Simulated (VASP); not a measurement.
Write the native input for VASP 6.6.1 that does the following.

| Quantity | Value |
| --- | --- |
| Task | single point |
| Functional | HSE06 |
| Potentials or basis | VASP PAW PBE potentials, release 64 (K_sv, Mg, F) |
| Cutoff | 520 eV |
| k mesh | 4 × 4 × 4 |
| Occupations | gaussian, width 0.01 eV |
| Spin | no spin polarisation |
| Dipole correction | no |
| Grid for exact exchange (PRECFOCK) | Normal |
| Further INCAR settings | ALGO = Normal; EDIFF = 1e-06; NBANDS = 24 |
| Share of exact exchange | 0.25 |
| Screening parameter | 0.2079 1/Å |

KMgF3:

```xyz
5
Lattice="4.1578 0.0000 0.0000 0.0000 4.1578 0.0000 0.0000 0.0000 3.8915" Properties=species:S:1:pos:R:3 pbc="T T T"
K     2.0789    2.0789    1.9457
Mg    0.0000    0.0000    0.0000
F     2.0789    0.0000    0.0000
F     0.0000    2.0789    0.0000
F     0.0000    0.0000    1.9457
```

This cell differs from its parent crystal: epitaxial xy strain +4.5%.

The input as run:

POSCAR

```
KMgF3
1.0
    4.1577540817      0.0000000000      0.0000000000
    0.0000000000      4.1577540817      0.0000000000
    0.0000000000      0.0000000000      3.8914763217
K Mg F
1 1 3
Direct
    0.5000000000      0.5000000000      0.5000000000
    0.0000000000      0.0000000000      0.0000000000
    0.5000000000      0.0000000000      0.0000000000
    0.0000000000      0.5000000000      0.0000000000
    0.0000000000      0.0000000000      0.5000000000
```

INCAR.step1

```
SYSTEM = KMgF3
ALGO = Normal
EDIFF = 1E-5
ENCUT = 520
GGA = PE
GGA_COMPAT = .False.
ISIF = 2
ISMEAR = 0
LASPH = .True.
LCHARG = .False.
LREAL = .False.
LWAVE = .True.
NBANDS = 24
NELM = 120
PREC = Accurate
SIGMA = 0.01
```

INCAR.step2

```
SYSTEM = KMgF3
ALGO = Normal
EDIFF = 1E-6
ENCUT = 520
GGA = PE
GGA_COMPAT = .False.
HFSCREEN = 0.2079
ISIF = 2
ISMEAR = 0
ISTART = 1
LASPH = .True.
LCHARG = .False.
LHFCALC = .True.
LREAL = .False.
LWAVE = .False.
NBANDS = 24
NELM = 120
PREC = Accurate
PRECFOCK = Normal
SIGMA = 0.01
```

KPOINTS

```
k-points
0
Gamma
  4 4 4
  0 0 0
```

Potentials or basis: VASP PAW PBE potentials, release 64 (K_sv, Mg, F).

Command:

```sh
$ cat potpaw_PBE.64/K_sv/POTCAR potpaw_PBE.64/Mg/POTCAR potpaw_PBE.64/F/POTCAR > POTCAR
$ cp INCAR.step1 INCAR
$ mpirun -np 1 vasp_std > vasp.out
$ cp INCAR.step2 INCAR
$ mpirun -np 1 vasp_std > vasp.out
```

Results of the run:

- Pressure: -2.8 GPa
- Band gap on the k mesh: 9.05 eV (least direct gap 9.33 eV)

Caveat: the cell differs from its parent crystal (epitaxial xy strain +4.5%); the PAW data sets were made with another functional, which shifts forces and pressure a little.

Run time: 45 min on 1 thread of Intel(R) Xeon(R) Platinum 8259CL CPU @ 2.50GHz (Skylake/Cascade Lake) (shared host), peak memory 0.31 GiB.
